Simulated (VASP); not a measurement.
# CdTe (P6/mmm) in VASP: notebook

CdTe is run at these levels: r2SCAN; tasks: single point, relaxation of cell and atoms.

All numbers are computed with VASP 6.6.1; they aren't measurements. Logs are shortened: lines on timing, memory, paths and dates and some standing lists are left out, and cuts for length are marked.

## Step 1: The cell of the first run

It takes space group P6/mmm (No. 191, hexagonal). Conventional cell: a = 7.280 Å, b = 7.280 Å, c = 4.107 Å, α = 90.00°, β = 90.00°, γ = 120.00°. Within 3.9 Å of Cd (site symmetry mmm) lie 6 Te at 2.94 to 3.64 Å and 4 Cd at 3.64 Å. Te (site symmetry 6/mmm) has 6 Cd at 3.64 Å and 14 Te at 4.11 to 4.68 Å within 4.8 Å. Te (site symmetry -6m2) has 6 Cd at 2.94 Å within 3.9 Å.

## Step 2: Single point, r2SCAN

The input, POSCAR:

```
CdTe
1.0
    7.2803193466      0.0000000000      0.0000000000
   -3.6401596733      6.3049415018      0.0000000000
    0.0000000000      0.0000000000      4.1068059324
Cd Te
3 3
Direct
    0.5000000000      0.0000000000      0.0000000000
    0.5000000000      0.5000000000      0.0000000000
    0.0000000000      0.5000000000      0.0000000000
    0.0000000000      0.0000000000      0.0000000000
    0.3333333333      0.6666666667      0.5000000000
    0.6666666667      0.3333333333      0.5000000000
```

The input, INCAR.step1:

```
SYSTEM = CdTe
ALGO = Normal ; EDIFF = 1E-4
ENCUT = 520 ; GGA = PE
ISMEAR = 0 ; LASPH = .True.
LCHARG = .False. ; LREAL = .False.
LWAVE = .True. ; NBANDS = 36
NELM = 80 ; PREC = Accurate
SIGMA = 0.1
```

The input, INCAR.step2:

```
SYSTEM = CdTe
ALGO = Normal ; EDIFF = 1E-7
ENCUT = 520 ; ISIF = 2
ISMEAR = 0 ; ISTART = 1
LASPH = .True. ; LCHARG = .False.
LMIXTAU = .True. ; LREAL = .False.
LWAVE = .False. ; METAGGA = R2SCAN
NBANDS = 36 ; NELM = 80
PREC = Accurate ; SIGMA = 0.1
```

The input, KPOINTS:

```
k-points
0
Gamma
  3 3 4
  0 0 0
```

Potentials or basis: VASP PAW PBE potentials, release 64 (Cd, Te).

The run is started by

```
cat potpaw_PBE.64/Cd/POTCAR potpaw_PBE.64/Te/POTCAR > POTCAR
cp INCAR.step1 INCAR
mpirun -np 1 vasp_std > vasp.out
cp INCAR.step2 INCAR
mpirun -np 1 vasp_std > vasp.out
```

OUTCAR:

```text
SYSTEM = CdTe
   EDIFF = 1E-7
   ENCUT = 520
   ISIF = 2
   ISMEAR = 0
   ISTART = 1
   LASPH = .True.
   LREAL = .False.
   METAGGA = R2SCAN
   NELM = 80
   PREC = Accurate

 ion  position               nearest neighbor table
   1  0.500  0.000  0.000-   5 2.94   6 2.94   5 2.94   6 2.94   2 3.64   3 3.64   2 3.64   3 3.64
                             4 3.64   4 3.64
   2  0.500  0.500  0.000-   5 2.94   6 2.94   5 2.94   6 2.94   1 3.64   4 3.64   1 3.64   4 3.64
                             3 3.64   3 3.64
   3  0.000  0.500  0.000-   5 2.94   6 2.94   5 2.94   6 2.94   1 3.64   4 3.64   4 3.64   1 3.64
                             2 3.64   2 3.64
   4  0.000  0.000  0.000-   2 3.64   3 3.64   3 3.64   2 3.64   1 3.64   1 3.64
   5  0.333  0.667  0.500-   1 2.94   1 2.94   3 2.94   3 2.94   2 2.94   2 2.94
   6  0.667  0.333  0.500-   1 2.94   1 2.94   3 2.94   3 2.94   2 2.94   2 2.94

  LATTYP: Found a hexagonal cell.
 ALAT       =     7.2803193466
 C/A-ratio  =     0.5640969492

  Lattice vectors:

 A1 = (   7.2803193466,   0.0000000000,   0.0000000000)
 A2 = (  -3.6401596733,   6.3049415018,   0.0000000000)
 A3 = (   0.0000000000,   0.0000000000,   4.1068059324)

Analysis of symmetry for initial positions (statically):
=====================================================================
 Subroutine PRICEL returns:
 Original cell was already a primitive cell.

 Routine SETGRP: Setting up the symmetry group for a
 hexagonal supercell.

 Subroutine GETGRP returns: Found 24 space group operations
 (whereof 24 operations were pure point group operations)
 out of a pool of 24 trial point group operations.

The static configuration has the point symmetry D_6h.

Analysis of symmetry for dynamics (positions and initial velocities):
=====================================================================
 Subroutine PRICEL returns:
 Original cell was already a primitive cell.

 Routine SETGRP: Setting up the symmetry group for a
 hexagonal supercell.

 Subroutine GETGRP returns: Found 24 space group operations
 (whereof 24 operations were pure point group operations)
 out of a pool of 24 trial point group operations.

The dynamic configuration has the point symmetry D_6h.

 Subroutine INISYM returns: Found 24 space group operations
 (whereof 24 operations are pure point group operations),
 and found     1 'primitive' translations

----------------------------------------------------------------------------------------

                                     Primitive cell

  volume of cell :     188.5106

  direct lattice vectors                    reciprocal lattice vectors
     7.280319347  0.000000000  0.000000000     0.137356612  0.079302877  0.000000000
    -3.640159673  6.304941502  0.000000000     0.000000000  0.158605754  0.000000000
     0.000000000  0.000000000  4.106805932     0.000000000  0.000000000  0.243498236

  length of vectors
     7.280319347  7.280319347  4.106805932     0.158605754  0.158605754  0.243498236

  position of ions in fractional coordinates (direct lattice)
     0.500000000  0.000000000  0.000000000
     0.500000000  0.500000000  0.000000000
     0.000000000  0.500000000  0.000000000
     0.000000000  0.000000000  0.000000000
     0.333333333  0.666666667  0.500000000
     0.666666667  0.333333333  0.500000000

  ion indices of the primitive-cell ions
   primitive index   ion index
                 1           1
                 2           2
                 3           3
                 4           4
                 5           5
                 6           6

----------------------------------------------------------------------------------------

 KPOINTS: k-points

Automatic generation of k-mesh.
 Grid dimensions read from file:
 generate k-points for:    3    3    4

 Generating k-lattice:

  Cartesian coordinates                     Fractional coordinates (reciprocal lattice)
     0.045785537  0.026434292  0.000000000     0.333333333  0.000000000  0.000000000
     0.000000000  0.052868585  0.000000000     0.000000000  0.333333333  0.000000000
     0.000000000  0.000000000  0.060874559     0.000000000  0.000000000  0.250000000

  Length of vectors
     0.052868585  0.052868585  0.060874559

  Shift w.r.t. Gamma in fractional coordinates (k-lattice)
     0.000000000  0.000000000  0.000000000

 Subroutine IBZKPT returns following result:
 ===========================================

 Found      9 irreducible k-points:

 Following reciprocal coordinates:
            Coordinates               Weight
  0.000000  0.000000  0.000000      1.000000
  0.333333 -0.000000  0.000000      6.000000
  0.333333  0.333333  0.000000      2.000000
  0.000000  0.000000  0.250000      2.000000
  0.333333 -0.000000  0.250000     12.000000
  0.333333  0.333333  0.250000      4.000000
  0.000000  0.000000  0.500000      1.000000
  0.333333 -0.000000  0.500000      6.000000
  0.333333  0.333333  0.500000      2.000000
   k-points           NKPTS =      9   k-points in BZ     NKDIM =      9   number of bands    NBANDS=     36
   number of dos      NEDOS =    301   number of ions     NIONS =      6
   total plane-waves  NPLWV =  93312
   dimension x,y,z NGX =    54 NGY =   54 NGZ =   32
   dimension x,y,z NGXF=   108 NGYF=  108 NGZF=   64
   ions per type =               3   3
   NGX,Y,Z   is equivalent  to a cutoff of  12.33, 12.33, 12.95 a.u.
   NGXF,Y,Z  is equivalent  to a cutoff of  24.66, 24.66, 25.91 a.u.
 SYSTEM =  CdTe
   PREC   = accura    normal or accurate (medium, high low for compatibility)
   ISTART =      1    job   : 0-new  1-cont  2-samecut
   ICHARG =      0    charge: 1-file 2-atom 10-const
   ISPIN  =      1    spin polarized calculation?
   LNONCOLLINEAR =      F non collinear calculations
   LSORBIT =      F    spin-orbit coupling
   LASPH  =      T    aspherical Exc in radial PAW
   ENCUT  =  520.0 eV  38.22 Ry    6.18 a.u.  13.54 13.54  7.64*2*pi/ulx,y,z
   NELM   =     80;   NELMIN=  2; NELMDL=  0     # of ELM steps
   EDIFF  = 0.1E-06   stopping-criterion for ELM
   LREAL  =      F    real-space projection
   EDIFFG = 0.1E-05   stopping-criterion for IOM
   NSW    =      0    number of steps for IOM
   IBRION =     -1    ionic relax: 0-MD 1-quasi-New 2-CG
   NFREE  =      0    steps in history (QN), initial steepest desc. (CG)
   ISIF   =      2    stress and relaxation
   ISYM   =      2    0-nonsym 1-usesym 2-fastsym
   POTIM  = 0.5000    time-step for ionic-motion
   TEBEG  =    0.0;   TEEND  =   0.0 temperature during run
   PSTRESS=    0.0 pullay stress
   NELECT =      54.0000    total number of electrons
   NUPDOWN=      -1.0000    fix difference up-down
   EMIN   =  10.00;   EMAX   =-10.00  energy-range for DOS
   EFERMI =   0.00;   METHOD = LEGACY
   ISMEAR =     0;   SIGMA  =   0.10  broadening in eV -4-tet -1-fermi 0-gaus
   EFERMI_NEDOS =   21; number of points for ismear=-14 and -15
   IALGO  =     38    algorithm
   IMIX   =      4    mixing-type and parameters
     AMIX     =   0.40;   BMIX     =  1.00
     AMIX_MAG =   1.60;   BMIX_MAG =  1.00
  volume/ion in A,a.u.               =      31.42       212.02
  Fermi-wavevector in a.u.,A,eV,Ry     =   1.079181  2.039356 15.845768  1.164631
  Thomas-Fermi vector in A             =   2.215139
   LORBIT       =      0    0 simple, 1 ext, 2 COOP (PROOUT), +10 PAW based schemes
   METAGGA = R2SCAN    functional components
   LHFCALC =     F    Hartree Fock is set to
   AEXX    =    0.0000 exact exchange contribution
   IVDW    =     0    specifies the selected vdW correction
   LEPSILON=     F    determine dielectric tensor
   LRPA    =     F    only Hartree local field effects (RPA)
 non-spin polarized calculation
 Gauss-broadening in eV      SIGMA  =   0.10
  energy-cutoff  :      520.00
  volume of cell :      188.51
 maximum number of plane-waves:      5121
 NGX is ok and might be reduce to    54
   NGX = 27   NGY = 27   NGZ = 15

 number of electron      53.9999998 magnetization

 Free energy of the ion-electron system (eV)
  ---------------------------------------------------
  ext. energy  EPLUGINS =         0.00000000
  ---------------------------------------------------
  free energy    TOTEN  =      -137.22307251 eV

  energy without entropy =     -137.21448007  energy(sigma->0) =     -137.21877629

 E-fermi :   3.1618     XC(G=0):  -9.6371

 val. band max:        3.1312426692   @ k =   0.3333  -0.0000   0.5000
 cond. band min:       3.4688368048   @ k =   0.3333  -0.0000   0.5000
 fundamental gap:      0.3375941356
 Fermi energy:         3.1617629447

 k-point     1 :       0.0000    0.0000    0.0000
  band No.  band energies     occupation
      1      -9.4822      2.00000
      2      -8.4250      2.00000
      3      -7.1022      2.00000
      4      -6.3945      2.00000
      5      -6.1660      2.00000
      6      -6.0958      2.00000
[... 28 lines left out ...]
     35       8.7139      0.00000
     36       8.7139      0.00000

 k-point     2 :       0.3333   -0.0000    0.0000
  band No.  band energies     occupation
      1      -9.2970      2.00000
      2      -8.7053      2.00000
      3      -7.0480      2.00000
      4      -6.3127      2.00000
      5      -6.1238      2.00000
      6      -6.0695      2.00000
[... 28 lines left out ...]
     35       8.7184      0.00000
     36       9.0385      0.00000

 k-point     3 :       0.3333    0.3333    0.0000
  band No.  band energies     occupation
      1      -9.0216      2.00000
      2      -9.0216      2.00000
      3      -7.0203      2.00000
      4      -6.1947      2.00000
      5      -6.1947      2.00000
      6      -6.0548      2.00000
[... 28 lines left out ...]
     35       9.4512      0.00000
     36       9.4512      0.00000
[... 157 lines left out ...]
 k-point     8 :       0.3333   -0.0000    0.5000
  band No.  band energies     occupation
      1      -8.7285      2.00000
      2      -8.5309      2.00000
      3      -6.7104      2.00000
      4      -6.3274      2.00000
      5      -6.1734      2.00000
      6      -6.0485      2.00000
[... 28 lines left out ...]
     35       9.1427      0.00000
     36       9.3694      0.00000

 k-point     9 :       0.3333    0.3333    0.5000
  band No.  band energies     occupation
      1      -8.6368      2.00000
      2      -8.6368      2.00000
      3      -6.6609      2.00000
      4      -6.1635      2.00000
      5      -6.1635      2.00000
      6      -6.1536      2.00000
[... 28 lines left out ...]
     35       8.5526      0.00000
     36       8.5526      0.00000

------------------------ aborting loop because EDIFF is reached ----------------------------------------

  FORCE on cell =-STRESS in cart. coord.  units (eV):
  Direction    XX          YY          ZZ          XY          YZ          ZX
  --------------------------------------------------------------------------------------
  -------------------------------------------------------------------------------------
  Total        0.2452363      0.2452363      0.3127687      0.0000000      0.0000000      0.0000000
  in kB        2.0842975      2.0842975      2.6582643      0.0000000      0.0000000      0.0000000
  external PRESSURE =       2.2756198 kB  Pullay stress =       0.0000000 kB

 VOLUME and BASIS-vectors are now :
 -----------------------------------------------------------------------------
  energy-cutoff  :      520.00
  volume of cell :      188.51
      direct lattice vectors                 reciprocal lattice vectors
     7.280319347  0.000000000  0.000000000     0.137356612  0.079302877  0.000000000
    -3.640159673  6.304941502  0.000000000     0.000000000  0.158605754  0.000000000
     0.000000000  0.000000000  4.106805932     0.000000000  0.000000000  0.243498236

 POSITION                                       TOTAL-FORCE (eV/Angst)
 -----------------------------------------------------------------------------------
      3.64016      0.00000      0.00000        -0.000000      0.000000      0.000000
      1.82008      3.15247      0.00000        -0.000000      0.000000      0.000000
     -1.82008      3.15247      0.00000        -0.000000      0.000000      0.000000
      0.00000      0.00000      0.00000        -0.000000      0.000000      0.000000
     -0.00000      4.20329      2.05340        -0.000000      0.000000      0.000000
      3.64016      2.10165      2.05340         0.000000      0.000000      0.000000
 -----------------------------------------------------------------------------------
    total drift:                                0.000000     -0.000000      0.000000

  FREE ENERGIE OF THE ION-ELECTRON SYSTEM (eV)
  ---------------------------------------------------
  free  energy   TOTEN  =      -137.2230725074 eV

  energy  without entropy=     -137.2144800733  energy(sigma->0) =     -137.21877629
```

It took 2.5 min on 1 thread of Intel Xeon 6975P-C (Granite Rapids), shared host; peak memory 0.34 GiB.

What came out:

* Free energy: -137.2231 eV
* Pressure: 0.2 GPa
* Band gap on the k mesh: zero (bands 27 and 28 overlap by 1.67 eV)

Levels at points of the mesh, in eV from the Fermi level:
| k point | band 23 | band 24 | band 25 | band 26 | band 27 | band 28 | band 29 | band 30 | band 31 | band 32 |
| --- | --- | --- | --- | --- | --- | --- | --- | --- | --- | --- |
| (0.00, 0.00, 0.00) | -2.36 | -0.75 | -0.75 | -0.32 | -0.20 | 0.87 | 2.96 | 4.08 | 4.08 | 4.95 |
| (0.00, 0.00, 0.50) | -1.71 | -1.58 | -1.58 | -1.20 | -1.20 | -0.84 | -0.84 | 3.79 | 3.79 | 4.56 |

Caveat: the k points lie up to 0.38 Å⁻¹ apart, too coarse for converged energies and pressures of a metal; the PAW data sets were made with another functional, which shifts forces and pressure a little; spin-orbit coupling is left out, which moves the levels of the heavy elements.

## Step 3: Single point, r2SCAN

This run uses another cell than the first one, of 34.57 Å³/atom.

Changes to POSCAR since step 2:

```diff
@@ -2,5 +2,5 @@
 1.0
-    7.2803193466      0.0000000000      0.0000000000
-   -3.6401596733      6.3049415018      0.0000000000
-    0.0000000000      0.0000000000      4.1068059324
+    6.6711266548      0.0000000000      0.0000000000
+   -3.3355633274      5.7773651550      0.0000000000
+    0.0000000000      0.0000000000      5.3823862783
 Cd Te
```

The input, INCAR.step1:

```
SYSTEM = CdTe
ALGO = Normal ; EDIFF = 1E-4
ENCUT = 520 ; GGA = PE
ISMEAR = 0 ; LASPH = .TRUE.
LCHARG = .FALSE. ; LREAL = .FALSE.
LWAVE = .TRUE. ; NBANDS = 36
NELM = 60 ; PREC = Accurate
SIGMA = 0.1
```

The input, INCAR.step2:

```
SYSTEM = CdTe
ALGO = Normal ; EDIFF = 1E-6
ENCUT = 520 ; ISIF = 2
ISMEAR = 0 ; ISTART = 1
LASPH = .TRUE. ; LCHARG = .TRUE.
LELF = .TRUE. ; LMIXTAU = .TRUE.
LREAL = .FALSE. ; LVHAR = .TRUE.
LWAVE = .FALSE. ; METAGGA = R2SCAN
NBANDS = 36 ; NELM = 60
PREC = Accurate ; SIGMA = 0.1
```

The input, KPOINTS:

```
k-points
0
G
  3 3 4
  0 0 0
```

Potentials or basis: VASP PAW PBE potentials, release 64 (Cd, Te).

The run is started by

```
cat potpaw_PBE.64/Cd/POTCAR potpaw_PBE.64/Te/POTCAR > POTCAR
cp INCAR.step1 INCAR
mpirun -np 1 vasp_std > vasp.out
cp INCAR.step2 INCAR
mpirun -np 1 vasp_std > vasp.out
```

OUTCAR:

```text
SYSTEM = CdTe
   EDIFF = 1E-6
   ENCUT = 520
   ISIF = 2
   ISMEAR = 0
   ISTART = 1
   LASPH = .TRUE.
   LREAL = .FALSE.
   METAGGA = R2SCAN
   NELM = 60
   PREC = Accurate

 ion  position               nearest neighbor table
   1  0.500  0.000  0.000-   5 3.31   6 3.31   5 3.31   6 3.31   4 3.34   4 3.34   2 3.34   2 3.34
                             3 3.34   3 3.34
   2  0.500  0.500  0.000-   5 3.31   6 3.31   5 3.31   6 3.31   3 3.34   3 3.34   4 3.34   1 3.34
                             1 3.34   4 3.34
   3  0.000  0.500  0.000-   5 3.31   6 3.31   5 3.31   6 3.31   2 3.34   2 3.34   4 3.34   4 3.34
                             1 3.34   1 3.34
[... 545 lines left out ...]
  Total       -4.1224895     -4.1224895    -10.6465945      0.0000000      0.0000000      0.0000000
  in kB      -31.8395027    -31.8395027    -82.2275652      0.0000000      0.0000000      0.0000000
  external PRESSURE =     -48.6355235 kB  Pullay stress =       0.0000000 kB

 VOLUME and BASIS-vectors are now :
 -----------------------------------------------------------------------------
  energy-cutoff  :      520.00
  volume of cell :      207.45
      direct lattice vectors                 reciprocal lattice vectors
     6.671126655  0.000000000  0.000000000     0.149899717  0.086544642  0.000000000
    -3.335563327  5.777365155  0.000000000     0.000000000  0.173089284  0.000000000
     0.000000000  0.000000000  5.382386278     0.000000000  0.000000000  0.185791199

 POSITION                                       TOTAL-FORCE (eV/Angst)
 -----------------------------------------------------------------------------------
      3.33556      0.00000      0.00000         0.000000      0.000000      0.000000
      1.66778      2.88868      0.00000         0.000000      0.000000      0.000000
     -1.66778      2.88868      0.00000         0.000000      0.000000      0.000000
      0.00000      0.00000      0.00000         0.000000      0.000000      0.000000
     -0.00000      3.85158      2.69119        -0.000000      0.000000     -0.000000
      3.33556      1.92579      2.69119         0.000000     -0.000000      0.000000
 -----------------------------------------------------------------------------------
    total drift:                               -0.000000      0.000000     -0.000000

  FREE ENERGIE OF THE ION-ELECTRON SYSTEM (eV)
  ---------------------------------------------------
  free  energy   TOTEN  =      -135.5567592466 eV

  energy  without entropy=     -135.5317758849  energy(sigma->0) =     -135.54426757
```

Wall time 2.2 min (1 thread of Intel Xeon 6975P-C (Granite Rapids), shared host); peak memory 0.36 GiB.

What came out:

- Free energy: -135.5568 eV
- Pressure: -4.9 GPa
- Band gap on the k mesh: zero (bands 27 and 28 overlap by 0.61 eV)

Stress tensor (GPa, compression positive):
```
-3.18  0.00  0.00
 0.00 -3.18  0.00
 0.00  0.00 -8.22
```

Caveat: the k points lie up to 0.36 Å⁻¹ apart, too coarse for converged energies and pressures of a metal; semilocal functionals underestimate gaps, so a narrow gap can read as zero; the PAW data sets were made with another functional, which shifts forces and pressure a little; spin-orbit coupling is left out, which moves the levels of the heavy elements.

(Part 1 of 2 ends here.)
